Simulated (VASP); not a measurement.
# MnSb (P6_3/mmc) in VASP: settings compared

Aim: see how the results for MnSb move with the level of theory and the settings. Levels: RPBE, PBEsol. Tasks: single point.

Everything below comes from runs of VASP 6.6.1. Logs are shortened: lines on timing, memory, paths and dates and some standing lists are left out, and cuts for length are marked.

### 1 The cell of the first run

Symmetry: P6_3/mmc, No. 194, hexagonal system. Conventional cell: a = 4.122 Å, b = 4.122 Å, c = 5.741 Å, α = 90.00°, β = 90.00°, γ = 120.00°. Sb (site symmetry -6m2) has 6 Mn at 2.78 Å within 3.7 Å. Mn (site symmetry -3m) has 6 Sb at 2.78 Å and 2 Mn at 2.87 Å within 3.7 Å.

### 2 Single point, RPBE, collinear spin, ferromagnetic start

File INCAR:

```
ALGO = Normal ; EDIFF = 1E-6
ENCUT = 520 ; GGA = RP
ISIF = 2 ; ISMEAR = -1
ISPIN = 2 ; LASPH = T
LCHARG = F ; LMAXMIX = 4
LORBIT = 11 ; LREAL = F
LWAVE = F ; MAGMOM = 0 0 4 4
NBANDS = 30 ; NELM = 150
PREC = Accurate ; SIGMA = 0.05
```

File KPOINTS:

```
k-points
0
Gamma
  7 7 5
```

File POSCAR:

```
MnSb
1.0
    4.1221468118      0.0000000000      0.0000000000
   -2.0610734059      3.5698838571      0.0000000000
    0.0000000000      0.0000000000      5.7412068848
Sb Mn
2 2
Direct
    0.6666666667      0.3333333333      0.7500000000
    0.3333333333      0.6666666667      0.2500000000
    0.0000000000      0.0000000000      0.5000000000
    0.0000000000      0.0000000000      0.0000000000
```

Potentials or basis: VASP PAW PBE potentials, release 64 (Sb, Mn_pv).

Command:

```
$ cat potpaw_PBE.64/Sb/POTCAR potpaw_PBE.64/Mn_pv/POTCAR > POTCAR
$ mpirun -np 1 vasp_std > vasp.out
```

OUTCAR:

```text
EDIFF = 1E-6
   ENCUT = 520
   GGA = RP
   ISIF = 2
   ISMEAR = -1
   ISPIN = 2
   LASPH = T
   LORBIT = 11
   LREAL = F
   NELM = 150
   PREC = Accurate

 ion  position               nearest neighbor table
   1  0.667  0.333  0.750-   3 2.78   4 2.78   3 2.78   4 2.78   3 2.78   4 2.78   2 3.73   2 3.73
                             2 3.73   2 3.73   2 3.73   2 3.73
   2  0.333  0.667  0.250-   3 2.78   4 2.78   3 2.78   4 2.78   3 2.78   4 2.78   1 3.73   1 3.73
                             1 3.73   1 3.73   1 3.73   1 3.73
   3  0.000  0.000  0.500-   1 2.78   2 2.78   2 2.78   1 2.78   1 2.78   2 2.78   4 2.87   4 2.87

   4  0.000  0.000  0.000-   1 2.78   2 2.78   2 2.78   1 2.78   1 2.78   2 2.78   3 2.87   3 2.87

  LATTYP: Found a hexagonal cell.
 ALAT       =     4.1221468118
 C/A-ratio  =     1.3927710843

  Lattice vectors:

 A1 = (   4.1221468118,   0.0000000000,   0.0000000000)
 A2 = (  -2.0610734059,   3.5698838571,   0.0000000000)
 A3 = (   0.0000000000,   0.0000000000,   5.7412068848)

Analysis of symmetry for initial positions (statically):
=====================================================================
 Subroutine PRICEL returns:
 Original cell was already a primitive cell.

 Routine SETGRP: Setting up the symmetry group for a
 hexagonal supercell.

 Subroutine GETGRP returns: Found 24 space group operations
 (whereof 12 operations were pure point group operations)
 out of a pool of 24 trial point group operations.

The static configuration has the point symmetry D_3d.
 The point group associated with its full space group is D_6h.

Analysis of symmetry for dynamics (positions and initial velocities):
=====================================================================
 Subroutine PRICEL returns:
 Original cell was already a primitive cell.

 Routine SETGRP: Setting up the symmetry group for a
 hexagonal supercell.

 Subroutine GETGRP returns: Found 24 space group operations
 (whereof 12 operations were pure point group operations)
 out of a pool of 24 trial point group operations.

The dynamic configuration has the point symmetry D_3d.
 The point group associated with its full space group is D_6h.

Analysis of structural, dynamic, and magnetic symmetry:
=====================================================================
 Subroutine PRICEL returns:
 Original cell was already a primitive cell.

 Routine SETGRP: Setting up the symmetry group for a
 hexagonal supercell.

 Subroutine GETGRP returns: Found 24 space group operations
 (whereof 12 operations were pure point group operations)
 out of a pool of 24 trial point group operations.

The overall configuration has the point symmetry D_3d.
 The point group associated with its full space group is D_6h.

 Subroutine INISYM returns: Found 24 space group operations
 (whereof 12 operations are pure point group operations),
 and found     1 'primitive' translations

----------------------------------------------------------------------------------------

                                     Primitive cell

  volume of cell :      84.4852

  direct lattice vectors                    reciprocal lattice vectors
     4.122146812  0.000000000  0.000000000     0.242592039  0.140060579  0.000000000
    -2.061073406  3.569883857  0.000000000     0.000000000  0.280121158  0.000000000
     0.000000000  0.000000000  5.741206885     0.000000000  0.000000000  0.174179405

  length of vectors
     4.122146812  4.122146812  5.741206885     0.280121158  0.280121158  0.174179405

  position of ions in fractional coordinates (direct lattice)
     0.666666667  0.333333333  0.750000000
     0.333333333  0.666666667  0.250000000
     0.000000000  0.000000000  0.500000000
     0.000000000  0.000000000  0.000000000

  ion indices of the primitive-cell ions
   primitive index   ion index
                 1           1
                 2           2
                 3           3
                 4           4

----------------------------------------------------------------------------------------

 KPOINTS: k-points

Automatic generation of k-mesh.
 Grid dimensions read from file:
 generate k-points for:    7    7    5

 Generating k-lattice:

  Cartesian coordinates                     Fractional coordinates (reciprocal lattice)
     0.034656006  0.020008654  0.000000000     0.142857143  0.000000000  0.000000000
     0.000000000  0.040017308  0.000000000     0.000000000  0.142857143  0.000000000
     0.000000000  0.000000000  0.034835881     0.000000000  0.000000000  0.200000000

  Length of vectors
     0.040017308  0.040017308  0.034835881

  Shift w.r.t. Gamma in fractional coordinates (k-lattice)
     0.000000000  0.000000000  0.000000000

 Subroutine IBZKPT returns following result:
 ===========================================

 Found     24 irreducible k-points:

 Following reciprocal coordinates:
            Coordinates               Weight
  0.000000  0.000000  0.000000      1.000000
  0.142857 -0.000000  0.000000      6.000000
  0.285714 -0.000000  0.000000      6.000000
  0.428571 -0.000000  0.000000      6.000000
  0.142857  0.142857  0.000000      6.000000
  0.285714  0.142857  0.000000     12.000000
[... 16 lines left out ...]
  0.428571  0.142857  0.400000     12.000000
  0.285714  0.285714  0.400000     12.000000
   k-points           NKPTS =     24   k-points in BZ     NKDIM =     24   number of bands    NBANDS=     30
   number of dos      NEDOS =    301   number of ions     NIONS =      4
   total plane-waves  NPLWV =  49152
   dimension x,y,z NGX =    32 NGY =   32 NGZ =   48
   dimension x,y,z NGXF=    64 NGYF=   64 NGZF=   96
   ions per type =               2   2
   NGX,Y,Z   is equivalent  to a cutoff of  12.91, 12.91, 13.90 a.u.
   NGXF,Y,Z  is equivalent  to a cutoff of  25.81, 25.81, 27.80 a.u.
 SYSTEM =  unknown system
   PREC   = accura    normal or accurate (medium, high low for compatibility)
   ISTART =      0    job   : 0-new  1-cont  2-samecut
   ICHARG =      2    charge: 1-file 2-atom 10-const
   ISPIN  =      2    spin polarized calculation?
   LNONCOLLINEAR =      F non collinear calculations
   LSORBIT =      F    spin-orbit coupling
   LASPH  =      T    aspherical Exc in radial PAW
   ENCUT  =  520.0 eV  38.22 Ry    6.18 a.u.   7.66  7.66 10.67*2*pi/ulx,y,z
   NELM   =    150;   NELMIN=  2; NELMDL= -5     # of ELM steps
   EDIFF  = 0.1E-05   stopping-criterion for ELM
   LREAL  =      F    real-space projection
   EDIFFG = 0.1E-04   stopping-criterion for IOM
   NSW    =      0    number of steps for IOM
   IBRION =     -1    ionic relax: 0-MD 1-quasi-New 2-CG
   NFREE  =      0    steps in history (QN), initial steepest desc. (CG)
   ISIF   =      2    stress and relaxation
   ISYM   =      2    0-nonsym 1-usesym 2-fastsym
   POTIM  = 0.5000    time-step for ionic-motion
   TEBEG  =    0.0;   TEEND  =   0.0 temperature during run
   PSTRESS=    0.0 pullay stress
   NELECT =      36.0000    total number of electrons
   NUPDOWN=      -1.0000    fix difference up-down
   EMIN   =  10.00;   EMAX   =-10.00  energy-range for DOS
   EFERMI =   0.00;   METHOD = LEGACY
   ISMEAR =    -1;   SIGMA  =   0.05  broadening in eV -4-tet -1-fermi 0-gaus
   EFERMI_NEDOS =   21; number of points for ismear=-14 and -15
   IALGO  =     38    algorithm
   IMIX   =      4    mixing-type and parameters
     AMIX     =   0.40;   BMIX     =  1.00
     AMIX_MAG =   1.60;   BMIX_MAG =  1.00
  volume/ion in A,a.u.               =      21.12       142.53
  Fermi-wavevector in a.u.,A,eV,Ry     =   1.231919  2.327989 20.648527  1.517624
  Thomas-Fermi vector in A             =   2.366709
   LORBIT       =     11    0 simple, 1 ext, 2 COOP (PROOUT), +10 PAW based schemes
   GGA     = RP    functional components
   LHFCALC =     F    Hartree Fock is set to
   AEXX    =    0.0000 exact exchange contribution
   IVDW    =     0    specifies the selected vdW correction
   LEPSILON=     F    determine dielectric tensor
   LRPA    =     F    only Hartree local field effects (RPA)
 spin polarized calculation
  energy-cutoff  :      520.00
  volume of cell :       84.49
 maximum number of plane-waves:      2314
 NGX is ok and might be reduce to    32
   NGX = 15   NGY = 15   NGZ = 21

 number of electron      36.0000022 magnetization       6.6716199

 Free energy of the ion-electron system (eV)
  ---------------------------------------------------
  ext. energy  EPLUGINS =         0.00000000
  ---------------------------------------------------
  free energy    TOTEN  =       -24.86096189 eV

  energy without entropy =      -24.84262741  energy(sigma->0) =      -24.85179465

 E-fermi :   8.0322     XC(G=0): -10.6190

 val. band max:        8.0106709854   @ k =   0.2857   0.1429   0.2000
 cond. band min:       8.0400064624   @ k =   0.0000   0.0000   0.0000
 fundamental gap:      0.0293354770
 Fermi energy:         8.0322299841

 spin component 1

 k-point     1 :       0.0000    0.0000    0.0000
  band No.  band energies     occupation
      1     -42.0345      1.00000
      2     -42.0345      1.00000
      3     -42.0264      1.00000
      4     -42.0264      1.00000
      5     -41.7970      1.00000
      6     -41.7119      1.00000
[... 781 lines left out ...]
     29      15.5700      0.00000
     30      15.8554      0.00000
 Fermi energy:         8.0322299841

 spin component 2

 k-point     1 :       0.0000    0.0000    0.0000
  band No.  band energies     occupation
      1     -38.3744      1.00000
      2     -38.3744      1.00000
      3     -38.3646      1.00000
      4     -38.3646      1.00000
      5     -38.3214      1.00000
      6     -38.2206      1.00000
[... 781 lines left out ...]
     29      15.9026      0.00000
     30      16.2660      0.00000

------------------------ aborting loop because EDIFF is reached ----------------------------------------

  FORCE on cell =-STRESS in cart. coord.  units (eV):
  Direction    XX          YY          ZZ          XY          YZ          ZX
  --------------------------------------------------------------------------------------
  -------------------------------------------------------------------------------------
  Total        0.4584838      0.4584838     -0.1196375      0.0000000      0.0000000      0.0000000
  in kB        8.6946838      8.6946838     -2.2688047      0.0000000      0.0000000      0.0000000
  external PRESSURE =       5.0401876 kB  Pullay stress =       0.0000000 kB

 VOLUME and BASIS-vectors are now :
 -----------------------------------------------------------------------------
  energy-cutoff  :      520.00
  volume of cell :       84.49
      direct lattice vectors                 reciprocal lattice vectors
     4.122146812  0.000000000  0.000000000     0.242592039  0.140060579  0.000000000
    -2.061073406  3.569883857  0.000000000     0.000000000  0.280121158  0.000000000
     0.000000000  0.000000000  5.741206885     0.000000000  0.000000000  0.174179405

 POSITION                                       TOTAL-FORCE (eV/Angst)
 -----------------------------------------------------------------------------------
      2.06107      1.18996      4.30591         0.000000     -0.000000      0.000000
     -0.00000      2.37992      1.43530        -0.000000      0.000000      0.000000
      0.00000      0.00000      2.87060         0.000000      0.000000      0.000000
      0.00000      0.00000      0.00000         0.000000      0.000000      0.000000
 -----------------------------------------------------------------------------------
    total drift:                               -0.000000      0.000000      0.000000

  FREE ENERGIE OF THE ION-ELECTRON SYSTEM (eV)
  ---------------------------------------------------
  free  energy   TOTEN  =       -24.8609618940 eV

  energy  without entropy=      -24.8426274059  energy(sigma->0) =      -24.85179465

 total charge

# of ion       s       p       d       tot
------------------------------------------
    1        1.133   1.274   0.043   2.450
    2        1.133   1.274   0.043   2.450
    3        0.273   6.215   5.033  11.521
    4        0.273   6.215   5.033  11.521
--------------------------------------------------
tot          2.813  14.977  10.154  27.944

 magnetization (x)

# of ion       s       p       d       tot
------------------------------------------
    1        0.009  -0.150   0.006  -0.135
    2        0.009  -0.150   0.006  -0.135
    3        0.037   0.028   3.329   3.394
    4        0.037   0.028   3.329   3.394
--------------------------------------------------
tot          0.090  -0.243   6.670   6.517
```

Wall time 3.4 min (1 thread of Oxide Virtual Turin-like, shared host); peak memory 0.26 GiB.

What came out:

```yaml
Free_energy: -24.8610 eV
Pressure: 0.5 GPa
Net_moment: 6.67 μB per cell
Site_moments: Sb -0.14; Mn +3.39 μB
Valence_electrons_inside_the_program's_atomic_spheres: Sb 2.45; Mn 11.52
```

Levels at points of the mesh, in eV from the Fermi level:
Spin up:
```csv
k point,band 19,band 20,band 21,band 22,band 23,band 24
"(0.00, 0.00, 0.00)",-0.54,0.50,0.50,2.30,2.30,2.69
```
Spin down:
```csv
k point,band 13,band 14,band 15,band 16,band 17,band 18
"(0.00, 0.00, 0.00)",0.01,0.01,0.30,0.30,0.55,0.55
```

Caveat: the PAW data sets were made with another functional, which shifts forces and pressure a little; spin-orbit coupling is left out, which moves the levels of the heavy elements; only a ferromagnetic start was run, and an antiferromagnetic order may lie lower in energy.

### 3 Single point, PBEsol, collinear spin, ferromagnetic start

This run uses another cell than the first one, of 21.55 Å³/atom, 1.020 times its volume.

File INCAR:

```
PREC = Accurate ; ENCUT = 520
EDIFF = 1E-6 ; ISMEAR = -1
SIGMA = 0.05 ; LREAL = False
LASPH = True ; NELM = 150
ALGO = Normal ; ISIF = 2
LWAVE = False ; LCHARG = False
ISPIN = 2 ; MAGMOM = 0 0 5.5 5.5
LORBIT = 11 ; LMAXMIX = 4
GGA = PS ; NBANDS = 30
```

File KPOINTS:

```
Automatic mesh
0
Gamma
  7 7 5
```

File POSCAR:

```
MnSb
1.0
    4.1500000000      0.0000000000      0.0000000000
   -2.0750000000      3.5940054257      0.0000000000
    0.0000000000      0.0000000000      5.7800000000
Sb Mn
2 2
Direct
    0.6666666667      0.3333333333      0.7500000000
    0.3333333333      0.6666666667      0.2500000000
    0.0000000000      0.0000000000      0.5000000000
    0.0000000000      0.0000000000      0.0000000000
```

Potentials or basis: VASP PAW PBE potentials, release 64 (Sb, Mn_pv).

Command:

```
$ cat potpaw_PBE.64/Sb/POTCAR potpaw_PBE.64/Mn_pv/POTCAR > POTCAR
$ mpirun -np 1 vasp_std > vasp.out
```

OUTCAR:

```text
PREC = Accurate
   ENCUT = 520
   EDIFF = 1E-6
   ISMEAR = -1
   LREAL = False
   LASPH = True
   NELM = 150
   ISIF = 2
   ISPIN = 2
   LORBIT = 11
   GGA = PS

 ion  position               nearest neighbor table
   1  0.667  0.333  0.750-   3 2.80   4 2.80   3 2.80   4 2.80   3 2.80   4 2.80   2 3.75   2 3.75
                             2 3.75   2 3.75   2 3.75   2 3.75
   2  0.333  0.667  0.250-   3 2.80   4 2.80   3 2.80   4 2.80   3 2.80   4 2.80   1 3.75   1 3.75
                             1 3.75   1 3.75   1 3.75   1 3.75
   3  0.000  0.000  0.500-   1 2.80   2 2.80   2 2.80   1 2.80   1 2.80   2 2.80   4 2.89   4 2.89

   4  0.000  0.000  0.000-   1 2.80   2 2.80   2 2.80   1 2.80   1 2.80   2 2.80   3 2.89   3 2.89

[... 1819 lines left out ...]
     0.000000000  0.000000000  5.780000000     0.000000000  0.000000000  0.173010381

 POSITION                                       TOTAL-FORCE (eV/Angst)
 -----------------------------------------------------------------------------------
      2.07500      1.19800      4.33500        -0.000000      0.000000      0.000000
     -0.00000      2.39600      1.44500         0.000000     -0.000000      0.000000
      0.00000      0.00000      2.89000         0.000000      0.000000      0.000000
      0.00000      0.00000      0.00000         0.000000      0.000000      0.000000
 -----------------------------------------------------------------------------------
    total drift:                               -0.000000      0.000000      0.000000

  FREE ENERGIE OF THE ION-ELECTRON SYSTEM (eV)
  ---------------------------------------------------
  free  energy   TOTEN  =       -28.2299765388 eV

  energy  without entropy=      -28.2104739186  energy(sigma->0) =      -28.22022523

 total charge

# of ion       s       p       d       tot
------------------------------------------
    1        1.143   1.258   0.040   2.441
    2        1.143   1.258   0.040   2.441
    3        0.276   6.209   5.032  11.517
    4        0.276   6.209   5.032  11.517
--------------------------------------------------
tot          2.838  14.934  10.145  27.917

 magnetization (x)

# of ion       s       p       d       tot
------------------------------------------
    1        0.010  -0.140   0.006  -0.125
    2        0.010  -0.140   0.006  -0.125
    3        0.035   0.025   3.321   3.381
    4        0.035   0.025   3.321   3.381
--------------------------------------------------
tot          0.090  -0.230   6.653   6.513
```

stdout:

```text
POSCAR found type information on POSCAR SbMn
 POSCAR found :  2 types and       4 ions
 scaLAPACK will be used
 -----------------------------------------------------------------------------
|                                                                             |
|                                                                             |
|     You enforced a specific xc type in the INCAR file but a different       |
|     I HOPE YOU KNOW WHAT YOU ARE DOING!                                     |
|                                                                             |
 -----------------------------------------------------------------------------

 LDA part: xc-table for (Slater+PW92), standard interpolation
 POSCAR, INCAR and KPOINTS ok, starting setup
 FFT: planning ... GRIDC
 FFT: planning ... GRID_SOFT
 FFT: planning ... GRID
 WAVECAR not read
 entering main loop
```

Wall time 3.6 min (1 thread of Oxide Virtual Turin-like, shared host); peak memory 0.26 GiB.

Results:

```yaml
Free_energy: -28.2300 eV
Pressure: -7.1 GPa
Net_moment: 6.69 μB per cell
Site_moments: Sb -0.12; Mn +3.38 μB
Valence_electrons_inside_the_program's_atomic_spheres: Sb 2.44; Mn 11.52
```

Caveat: the PAW data sets were made with another functional, which shifts forces and pressure a little; spin-orbit coupling is left out, which moves the levels of the heavy elements; only a ferromagnetic start was run, and an antiferromagnetic order may lie lower in energy.
